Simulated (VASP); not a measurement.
Set up this calculation in VASP 6.6.1, as the native input.

```
Task                   : single point
Functional             : PBE
Potentials or basis    : VASP PAW PBE potentials, release 64 (Ag)
Cutoff                 : 520 eV
k mesh                 : 20 × 20 × 20
Occupations            : fermi-dirac, width 0.15 eV
Spin                   : no spin polarisation
Dipole correction      : no
Further INCAR settings : ALGO = Normal; EDIFF = 1e-06; NBANDS = 12
```

The structure of Ag lies in POSCAR:

```
Ag
1.0
   -1.6616696778      1.6616696778      1.6616696778
    1.6616696778     -1.6616696778      1.6616696778
    1.6616696778      1.6616696778     -1.6616696778
Ag
1
Direct
    0.0000000000      0.0000000000      0.0000000000
```

This cell differs from its parent crystal: volume scaled by 1.02.

The input as run:

INCAR

```
PREC = Accurate
ENCUT = 520
EDIFF = 1E-6
ISMEAR = -1
SIGMA = 0.15
LREAL = F
LASPH = T
NELM = 60
ALGO = Normal
ISIF = 2
LWAVE = F
LCHARG = T
GGA = PE
LELF = T
LVHAR = T
NBANDS = 12
```

KPOINTS

```
Automatic mesh
0
Gamma
  20 20 20
```

Potentials or basis: VASP PAW PBE potentials, release 64 (Ag).

Command:

```bash
$ cat potpaw_PBE.64/Ag/POTCAR > POTCAR
$ mpirun -np 1 vasp_std > vasp.out
```

Results of the run:

The pressure is -1.7 GPa.

Wall time 36 s on 1 thread of AMD EPYC 9R45 96-Core Processor (Zen 5), on a shared host, peak memory 0.15 GiB.
